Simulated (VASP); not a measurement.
Al2P3:

```xyz
5
Lattice="4.6367 0.0000 0.0000 0.0000 3.9304 2.6832 0.0000 -3.9304 2.6832" Properties=species:S:1:pos:R:3 pbc="T T T"
Al    2.3184   -3.0409    3.0031
Al    2.3184    3.0409    3.0031
P     2.3184    0.8881    3.0936
P     2.3184   -0.8881    3.0936
P     0.0000    0.0000    3.1893
```

| Item | Value |
| --- | --- |
| Program | VASP 6.6.1 |
| Task | relaxation of cell and atoms |
| Functional | PBE |
| Potentials or basis | VASP PAW PBE potentials, release 64 (Al, P) |
| Cutoff | 600 eV |
| k mesh | 4 × 4 × 4 |
| Occupations | gaussian, width 0.1 eV |
| Spin | no spin polarisation |

At the start: pressure 33.0 GPa; volume 19.56 Å³/atom.

Problem. How do energy, volume and symmetry change on relaxing?

Solution. Over 88 steps the energy falls by 1757.3 meV/atom and the volume is 18.54 Å³/atom (-5.2 %); space group Amm2 (No. 38, to 0.05 Å).

Step by step:
```tsv
step	energy change (eV)	largest force (eV/Å)	pressure (GPa)	volume (Å³)
1	0.0000	14.6646	32.98	97.80
4	-3.8812	2.1355	-4.06	187.85
7	-4.2199	2.4579	-3.69	179.12
10	-5.9293	5.2164	8.45	114.87
13	-6.4732	3.6590	13.23	100.65
16	-7.6662	0.7244	-5.25	119.73
19	-7.8149	0.4107	-2.30	113.64
22	-8.1377	0.4729	-1.28	106.05
25	-8.2107	0.7026	0.46	101.75
28	-8.3356	0.7244	0.09	100.55
31	-8.4994	0.6810	1.33	97.22
34	-8.5918	0.5052	0.70	96.58
37	-8.6225	0.0790	-0.48	97.62
40	-8.6255	0.1143	0.32	96.49
43	-8.6435	0.1828	0.82	95.41
46	-8.6483	0.2469	0.92	94.95
49	-8.6545	0.2552	0.01	95.68
52	-8.6661	0.1053	-0.48	96.05
55	-8.6682	0.0705	0.15	95.19
58	-8.6707	0.0590	-0.03	95.21
61	-8.6833	0.3319	-0.09	94.95
64	-8.6846	0.3484	-0.11	94.91
67	-8.6859	0.3529	-0.13	94.86
70	-8.7034	0.3254	-0.36	94.64
73	-8.7325	0.2834	0.33	92.81
76	-8.7441	0.3084	1.08	91.59
79	-8.7665	0.1757	0.72	91.89
82	-8.7784	0.1349	-0.35	93.19
85	-8.7842	0.0780	0.06	92.51
88	-8.7867	0.0239	-0.05	92.69
```

Final structure:
```
Al P
1.0
     3.55026    0.00000    0.00000
     0.00000    5.26249    2.48044
     0.00000   -5.26249    2.48044
Al P
2 3
Direct
  0.50000 0.17891 0.91422
  0.50000 0.91422 0.17891
  0.50000 0.67196 0.39317
  0.50000 0.39317 0.67196
  0.00000 0.70824 0.70824
```
